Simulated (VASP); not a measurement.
AlCo (rocksalt type), 2 atoms in the cell. Symmetry: Fm-3m, No. 225, cubic system. The conventional cell has a = 3.835 Å, b = 3.835 Å, c = 3.835 Å, α = 90.00°, β = 90.00°, γ = 90.00°. Within 2.5 Å of Co (site symmetry m-3m) lie 6 Al at 1.92 Å. Al (site symmetry m-3m) has 6 Co at 1.92 Å within 2.5 Å. 

- Program: VASP 6.6.1
- Task: single point
- Functional: LDA
- Potentials or basis: VASP PAW LDA potentials, release 64 (Co, Al)
- Cutoff: 520 eV
- k mesh: 15 × 15 × 15
- Occupations: fermi-dirac, width 0.08 eV
- Spin: no spin polarisation
- Dipole correction: no
- Further INCAR settings: ALGO = Normal; EDIFF = 1e-06; NBANDS = 13

Potentials or basis: VASP PAW LDA potentials, release 64 (Co, Al).

Run with:

```console
$ cat potpaw_LDA.64/Co/POTCAR potpaw_LDA.64/Al/POTCAR > POTCAR
$ mpirun -np 1 vasp_std > vasp.out
```

Hardware: 1 thread of Intel Xeon 8259CL, with other jobs on the host.

Question: How long does it take, and how much memory?

Answer: Run time: 17 s on 1 thread of Intel Xeon 8259CL, on a shared host, peak memory 0.14 GiB. Counts: scf iterations 12, k points 120.
